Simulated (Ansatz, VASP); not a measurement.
This is a calculation of KI for VASP 6.6.1.

Contents of POSCAR:

```
KI
1.0
    4.2911966600      0.0000000000      0.0000000000
    0.0000000000      4.2911966600      0.0000000000
    0.0000000000      0.0000000000      4.2911966600
I K
1 1
Direct
    0.5000000000      0.5000000000      0.5000000000
    0.0000000000      0.0000000000      0.0000000000
```

File INCAR.step1:

```
SYSTEM = KI
PREC = Accurate
ENCUT = 520
EDIFF = 1E-5
ISMEAR = -1
SIGMA = 0.05
LREAL = .FALSE.
LASPH = .TRUE.
NELM = 80
ALGO = Normal
ISIF = 2
LWAVE = .TRUE.
LCHARG = .FALSE.
NBANDS = 15
GGA = PE
```

File INCAR.step2:

```
SYSTEM = KI
PREC = Accurate
ENCUT = 520
EDIFF = 1E-6
ISMEAR = -1
SIGMA = 0.05
LREAL = .FALSE.
LASPH = .TRUE.
NELM = 80
ALGO = Normal
ISIF = 2
LWAVE = .FALSE.
LCHARG = .FALSE.
GGA = PE
LHFCALC = .TRUE.
AEXX = 0.05
HFSCREEN = 0.2
PRECFOCK = Normal
NBANDS = 15
ISTART = 1
```

Contents of KPOINTS:

```
regular mesh
0
G
  3 3 3
  0 0 0
```

Potentials or basis: VASP PAW PBE potentials, release 64 (I, K_sv).

The run is started by

```bash
$ cat potpaw_PBE.64/I/POTCAR potpaw_PBE.64/K_sv/POTCAR > POTCAR
$ cp INCAR.step1 INCAR
$ mpirun -np 1 vasp_std > vasp.out
$ cp INCAR.step2 INCAR
$ mpirun -np 1 vasp_std > vasp.out
```

**Question.** Translate it to Ansatz 0.2.0. Potentials there: Ansatz PAW.

**Answer.** As run (the cutoff follows the program's own potentials):

The input input.yaml:

```yaml
crystal:
  lattice:
    - [4.29119666, 0.0, 0.0]
    - [0.0, 4.29119666, 0.0]
    - [0.0, 0.0, 4.29119666]
  atoms:
    - { symbol: I, position: [0.5, 0.5, 0.5] }
    - { symbol: K, position: [0.0, 0.0, 0.0] }
hamiltonian:
  xc: { exchange: pbe, correlation: pbe, exx: { coeff: 0.05, omega: 0.2 } }
  pseudopotentials: { kind: paw }
kpoints:
  mp_grid: { grid: [3, 3, 3] }
scf:
  occupations: { method: fermi_dirac, width: 0.05 }
output:
  forces: true
  stress: true
  eigenvalues: true
```

Potentials or basis: Ansatz PAW.

Launch:

```sh
$ ansatz run input.yaml --threads 2 --pin off --max-ram 5632MiB --backend cpu --events-out ev --progress --plain --runs-dir out
```

Both were run:

|  | VASP | Ansatz | Ansatz less VASP |
| --- | --- | --- | --- |
| gap on the k mesh at the Fermi level (eV) | 3.65 | 3.65 | +0.004 |
| least direct gap on the mesh (eV) | 3.88 | 3.88 | +0.004 |
| pressure (GPa) | 0.7 | 0.7 | -0.02 |

VASP's potentials were made for PBE, not for PBE-based screened hybrid. VASP's potentials hold 16 valence electrons a cell and Ansatz's 26, so a difference there can come from the potentials and not from the codes.

The k mesh is coarse, so the values compare programs but aren't converged. Neither program's run includes spin-orbit coupling. Noted on Ansatz's run: odd divisions of the mesh miss points on the zone boundary, where band edges often lie, so the gap on the mesh can be too wide.
